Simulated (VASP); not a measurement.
The system is SnS2.

```
Sn S
1.0
     3.63900    0.00000    0.00000
    -1.81950    3.15147    0.00000
     0.00000    0.00000    5.86800
Sn S
1 2
Direct
  0.00000 0.00000 0.00000
  0.33333 0.66667 0.25000
  0.66667 0.33333 0.75000
```

```yaml
Program: VASP 6.6.1
Task: relaxation of cell and atoms
Functional: revPBE
Dispersion: D3(BJ)
Potentials_or_basis: VASP PAW PBE potentials, release 64 (Sn_d, S)
Cutoff: 500 eV
k_mesh: 12 × 12 × 4
Occupations: gaussian, width 0.01 eV
Spin: no spin polarisation
```

At the start: pressure 0.6 GPa; volume 22.43 Å³/atom.

Problem. Where does the relaxation end?

Solution. Over 11 steps the energy falls by 6.9 meV/atom and the volume is 21.62 Å³/atom (-3.6 %); space group P-3m1 (No. 164, to 0.1 Å) before and after.

Step by step:
| step | energy change (eV) | largest force (eV/Å) | pressure (GPa) | volume (Å³) |
| --- | --- | --- | --- | --- |
| 1 | 0.0000 | 0.2866 | 0.62 | 67.30 |
| 2 | -0.0034 | 0.0175 | -1.02 | 68.14 |
| 3 | -0.0040 | 0.0939 | -0.56 | 67.89 |
| 4 | -0.0077 | 0.0781 | -0.47 | 67.45 |
| 5 | -0.0159 | 0.0292 | -0.14 | 66.12 |
| 6 | -0.0155 | 0.0775 | 0.85 | 63.50 |
| 7 | -0.0189 | 0.0065 | 0.28 | 64.95 |
| 8 | -0.0201 | 0.0579 | -0.46 | 65.10 |
| 9 | -0.0204 | 0.0420 | -0.24 | 65.06 |
| 10 | -0.0199 | 0.0784 | 0.40 | 64.54 |
| 11 | -0.0207 | 0.0023 | -0.01 | 64.87 |

Final structure:
```
Sn S
1.0
     3.65211    0.00000    0.00000
    -1.82605    3.16282    0.00000
     0.00000    0.00000    5.61569
Sn S
1 2
Direct
  0.00000 0.00000 0.00000
  0.33333 0.66667 0.26316
  0.66667 0.33333 0.73684
```

Caveat: the PAW data sets were made with another functional, which shifts forces and pressure a little.
